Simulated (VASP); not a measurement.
Input of a VASP 6.6.1 run:

The input INCAR:

```
  PREC = Accurate
  ENCUT = 520
  EDIFF = 1E-6
  ISMEAR = -1
  SIGMA = 0.15
  LREAL = False
  LASPH = True
  NELM = 100
  ALGO = Normal
  ISIF = 2
  LWAVE = False
  LCHARG = True
  GGA = PE
  LELF = True
  LVHAR = True
  NBANDS = 14
```

File KPOINTS:

```
regular mesh
0
Gamma
  15 15 15
```

File POSCAR:

```
YB
1.0
    1.8274903927      1.0551020702      3.3049485401
   -1.8274903927      1.0551020702      3.3049485401
    0.0000000000     -2.1102041403      3.3049485401
Y B
1 1
Direct
    0.5000000000      0.5000000000      0.5000000000
    0.0000000000      0.0000000000      0.0000000000
```

Potentials or basis: VASP PAW PBE potentials, release 64 (Y_sv, B).

The run is started by

```console
$ cat potpaw_PBE.64/Y_sv/POTCAR potpaw_PBE.64/B/POTCAR > POTCAR
$ mpirun -np 1 vasp_std > vasp.out
```

(1) Estimate the band gap on the k mesh.

(2) What does it give for the pressure?

Results:

(1) zero (band 7 reaches 5.16 eV, above the bottom of band 8 at 2.41 eV).

(2) -0.1 GPa.
